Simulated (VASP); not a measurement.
# Al2Cl (Fd-3m) in VASP: a series of runs, part 2 of 2

VASP 6.6.1. The steps go on from the part before.

**4. Relaxation of cell and atoms, PBE**

INCAR

```
PREC = Accurate
ENCUT = 600
EDIFF = 1E-6
ISMEAR = 0
SIGMA = 0.1
LREAL = False
LASPH = True
NELM = 100
ALGO = Normal
ISIF = 3
LWAVE = False
LCHARG = False
GGA = PE
IBRION = 2
NSW = 100
EDIFFG = -0.01
```

KPOINTS

```
regular mesh
0
Gamma
  8 8 8
```

POSCAR

```
Al2Cl
1.0
    0.0000000000      4.0592190100      4.0592190100
    4.0592190100      0.0000000000      4.0592190100
    4.0592190100      4.0592190100      0.0000000000
Al Cl
4 2
Direct
    0.1250000000      0.1250000000      0.1250000000
    0.6250000000      0.1250000000      0.1250000000
    0.1250000000      0.6250000000      0.1250000000
    0.1250000000      0.1250000000      0.6250000000
    0.5000000000      0.5000000000      0.5000000000
    0.7500000000      0.7500000000      0.7500000000
```

Potentials or basis: VASP PAW PBE potentials, release 64 (Al, Cl).

Run with:

```bash
$ cat potpaw_PBE.64/Al/POTCAR potpaw_PBE.64/Cl/POTCAR > POTCAR
$ mpirun -np 1 vasp_std > vasp.out
```

OUTCAR:

```text
PREC = Accurate
   ENCUT = 600
   EDIFF = 1E-6
   ISMEAR = 0
   LREAL = False
   LASPH = True
   NELM = 100
   ISIF = 3
   GGA = PE
   IBRION = 2
   NSW = 100
   EDIFFG = -0.01

 ion  position               nearest neighbor table
   1  0.125  0.125  0.125-   2 2.87   3 2.87   4 2.87   4 2.87   3 2.87   2 2.87
   2  0.625  0.125  0.125-   1 2.87   4 2.87   3 2.87   1 2.87   3 2.87   4 2.87
   3  0.125  0.625  0.125-   1 2.87   4 2.87   1 2.87   2 2.87   4 2.87   2 2.87
   4  0.125  0.125  0.625-   1 2.87   1 2.87   2 2.87   3 2.87   3 2.87   2 2.87
   5  0.500  0.500  0.500-
   6  0.750  0.750  0.750-

  LATTYP: Found a face centered cubic cell.
 ALAT       =     8.1184380200

  Lattice vectors:

 A1 = (   0.0000000000,   4.0592190100,   4.0592190100)
 A2 = (   4.0592190100,   0.0000000000,   4.0592190100)
 A3 = (   4.0592190100,   4.0592190100,   0.0000000000)

Analysis of symmetry for initial positions (statically):
=====================================================================
 Subroutine PRICEL returns:
 Original cell was already a primitive cell.

 Routine SETGRP: Setting up the symmetry group for a
 face centered cubic supercell.
[... 186 lines left out ...]
  -------------------------------------------------------------------------------------
  Total       -0.5774181     -0.5774181     -0.5774181      0.0000000      0.0000000      0.0000000
  in kB       -6.9158172     -6.9158172     -6.9158172      0.0000000      0.0000000      0.0000000
  external PRESSURE =      -6.9158172 kB  Pullay stress =       0.0000000 kB
[... 67 lines left out ...]
--------------------------------------- Ionic step        3  -------------------------------------------

 number of electron      25.9999998 magnetization

 Free energy of the ion-electron system (eV)
  ---------------------------------------------------
  ext. energy  EPLUGINS =         0.00000000
  ---------------------------------------------------
  free energy    TOTEN  =       -18.05306458 eV

  energy without entropy =      -18.03741087  energy(sigma->0) =      -18.04523773

 E-fermi :   4.7459     XC(G=0):  -9.1718

 val. band max:        4.7356629529   @ k =   0.2500   0.1250   0.0000
 cond. band min:       4.7963080588   @ k =  -0.3750   0.3750   0.0000
 fundamental gap:      0.0606451059
 Fermi energy:         4.7459355436

 k-point     1 :       0.0000    0.0000    0.0000
  band No.  band energies     occupation
      1     -10.7634      2.00000
      2     -10.0848      2.00000
      3      -3.1123      2.00000
      4       0.5987      2.00000
      5       0.5987      2.00000
      6       0.5987      2.00000
[... 457 lines left out ...]
      4      -1.5683      2.00000
      5      -0.0992      2.00000
      6       0.0309      2.00000
[... 9 lines left out ...]
     16       6.4102      0.00000
     17       7.6738      0.00000

 [... further k-points ...]

------------------------ aborting loop because EDIFF is reached ----------------------------------------

  FORCE on cell =-STRESS in cart. coord.  units (eV):
  Direction    XX          YY          ZZ          XY          YZ          ZX
  --------------------------------------------------------------------------------------
  -------------------------------------------------------------------------------------
  Total       -0.0287922     -0.0287922     -0.0287922     -0.0000000      0.0000000      0.0000000
  in kB       -0.3511161     -0.3511161     -0.3511161     -0.0000000      0.0000000      0.0000000
  external PRESSURE =      -0.3511161 kB  Pullay stress =       0.0000000 kB
[... 21 lines left out ...]
  FREE ENERGIE OF THE ION-ELECTRON SYSTEM (eV)
  ---------------------------------------------------
  free  energy   TOTEN  =       -18.0530645805 eV

  energy  without entropy=      -18.0374108737  energy(sigma->0) =      -18.04523773

 reached required accuracy - stopping structural energy minimisation
```

OSZICAR:

```text
N       E                     dE             d eps       ncg     rms          rms(c)
DAV:   1     0.108315324317E+03    0.10832E+03   -0.11076E+04   986   0.140E+03
DAV:   2    -0.587740001414E+01   -0.11419E+03   -0.11178E+03  1348   0.181E+02
DAV:   3    -0.182367956831E+02   -0.12359E+02   -0.12225E+02  1147   0.645E+01
[... 22 lines left out ...]
DAV:   2    -0.180530944327E+02    0.19738E-02   -0.70953E-03  1016   0.478E-01    0.532E-02
DAV:   3    -0.180530799080E+02    0.14525E-04   -0.72519E-04   998   0.158E-01    0.630E-02
DAV:   4    -0.180530668886E+02    0.13019E-04   -0.21160E-05  1210   0.343E-02    0.417E-02
DAV:   5    -0.180530638690E+02    0.30196E-05   -0.24404E-05  1070   0.303E-02    0.774E-03
DAV:   6    -0.180530645805E+02   -0.71146E-06   -0.23495E-06   725   0.112E-02
   3 F= -.18053065E+02 E0= -.18045238E+02  d E =-.557369E-02
```

Wall time 2.5 min (1 thread of Intel Xeon 6975P-C (Granite Rapids), shared host); peak memory 0.36 GiB.

What came out:

```
Free energy                           : -18.0531 eV
Relaxed volume                        : 21.90 Å³/atom
Relaxed cell                          : a = 5.706 Å, b = 5.706 Å, c = 5.706 Å, α = 60.00°, β = 60.00°, γ = 60.00°
Space group after relaxing (to 0.1 Å) : Fd-3m (No. 227)
Energy gained by relaxing             : 0.9 meV/atom
Ionic steps                           : 3
Pressure after relaxing               : 0.0 GPa
Band gap on the k mesh                : zero (bands 13 and 14 overlap by 1.27 eV)
```

Step by step:
| step | energy change (eV) | largest force (eV/Å) | pressure (GPa) | volume (Å³) |
| --- | --- | --- | --- | --- |
| 1 | 0.0000 | 0.0000 | -0.69 | 133.77 |
| 2 | -0.0052 | 0.0000 | -0.18 | 131.92 |
| 3 | -0.0056 | 0.0000 | -0.04 | 131.38 |

Final structure:
```xyz
6
Lattice="0.0000 4.0349 4.0349 4.0349 0.0000 4.0349 4.0349 4.0349 0.0000" Properties=species:S:1:pos:R:3 pbc="T T T"
Al    1.0087    1.0087    1.0087
Al    1.0087    3.0262    3.0262
Al    3.0262    1.0087    3.0262
Al    3.0262    3.0262    1.0087
Cl    4.0349    4.0349    4.0349
Cl    6.0524    6.0524    6.0524
```

Levels at points of the mesh, in eV from the Fermi level:
```csv
k point,band 9,band 10,band 11,band 12,band 13,band 14,band 15,band 16,band 17
"(0.00, 0.00, 0.00)",-3.97,-3.66,-1.87,-1.87,-1.87,0.44,0.44,0.70,0.70
"(0.50, 0.00, 0.00)",-3.51,-3.10,-1.81,-1.81,-1.05,0.71,0.71,2.80,3.08
"(0.50, 0.50, 0.00)",-2.80,-2.80,-1.10,-1.10,-0.35,-0.35,2.25,2.25,2.51
```

**5. Overview**

| task | cell | k mesh | cutoff (eV) | gap on the mesh (eV) | pressure (GPa) |
| --- | --- | --- | --- | --- | --- |
| single point | a = 5.741 Å, angles 60.0°, 6 atoms | 4 × 4 × 4 | 520 | none | -0.8 |
| single point | a = 5.705 Å, angles 60.0°, 6 atoms | 8 × 8 × 8 | 520 | none | 0.0 |
| relaxation of cell and atoms | relaxed from a = 5.741 Å, angles 60.0°, 6 atoms | 8 × 8 × 8 | 600 | none | 0.0 |

Alike in all rows: level PBE; potentials or basis VASP PAW PBE potentials, release 64 (Al, Cl); no spin polarisation; smearing gaussian 0.1 eV.

Absolute energies hang on the potentials; compare differences alone.

The gap in the log of VASP goes by the Fermi energy; the results here count the filled bands.